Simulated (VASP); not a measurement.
The system is AlN (wurtzite).

```
Al N
1.0
     3.11000    0.00000    0.00000
    -1.55500    2.69334    0.00000
     0.00000    0.00000    4.98000
Al N
2 2
Cartesian
  0.0000 1.7956 0.0000
  1.5550 0.8978 2.4900
  0.0000 1.7956 1.9024
  1.5550 0.8978 4.3924
```

```yaml
Program: VASP 6.6.1
Task: relaxation of cell and atoms
Functional: LDA
Potentials_or_basis: VASP PAW LDA potentials, release 64 (Al, N)
Cutoff: 600 eV
k_mesh: 8 × 8 × 5
Occupations: gaussian, width 0.01 eV
Spin: no spin polarisation
```

At the start: pressure -3.8 GPa; volume 10.43 Å³/atom.

Question: How do energy, volume and symmetry change on relaxing?

Answer: Over 3 steps the energy falls by 2.3 meV/atom and the volume is 10.24 Å³/atom (-1.8 %); space group P6_3mc (No. 186, to 0.05 Å).

Step by step:
| step | energy change (eV) | largest force (eV/Å) | pressure (GPa) | volume (Å³) |
| --- | --- | --- | --- | --- |
| 1 | 0.0000 | 0.0157 | -3.83 | 41.71 |
| 2 | -0.0006 | 0.0169 | 3.88 | 40.23 |
| 3 | -0.0092 | 0.0006 | -0.02 | 40.95 |

Final structure:
```
Al N
1.0
     3.09082    0.00000    0.00000
    -1.54541    2.67673    0.00000
     0.00000    0.00000    4.94970
Al N
2 2
Direct
  0.33333 0.66667 0.00008
  0.66667 0.33333 0.50008
  0.33333 0.66667 0.38192
  0.66667 0.33333 0.88192
```
